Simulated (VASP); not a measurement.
Input of a VASP 6.6.1 run:

File INCAR:

```
PREC = Accurate
ENCUT = 520
EDIFF = 1E-6
ISMEAR = -1
SIGMA = 0.03
LREAL = False
LASPH = True
NELM = 60
ALGO = Normal
ISIF = 2
LWAVE = False
LCHARG = False
GGA = PE
NBANDS = 11
```

File KPOINTS:

```
Automatic mesh
0
Gamma
  13 13 13
```

File POSCAR:

```
BN
1.0
   -0.0180750000      1.7984625000      1.7984625000
    1.7984625000     -0.0180750000      1.7984625000
    1.7984625000      1.7984625000     -0.0180750000
B N
1 1
Direct
    0.0000000000      0.0000000000      0.0000000000
    0.7500000000      0.7500000000      0.7500000000
```

Potentials or basis: VASP PAW PBE potentials, release 64 (B, N).

Command:

```sh
$ cat potpaw_PBE.64/B/POTCAR potpaw_PBE.64/N/POTCAR > POTCAR
$ mpirun -np 1 vasp_std > vasp.out
```

Q: What does it give for the largest force?

A: 0.044 eV/Å.

Q: Predict the pressure.

A: 3.4 GPa.

Q: Estimate the band gap on the k mesh.

A: 4.49 eV, indirect (least direct gap 8.65 eV).

Stress tensor (GPa, compression positive):
```
3.44 4.60 4.60
4.60 3.44 4.60
4.60 4.60 3.44
```

Caveat: the cell differs from its parent crystal (equal xy, yz and zx shear strains of -1 %). A k mesh can miss the band edges.
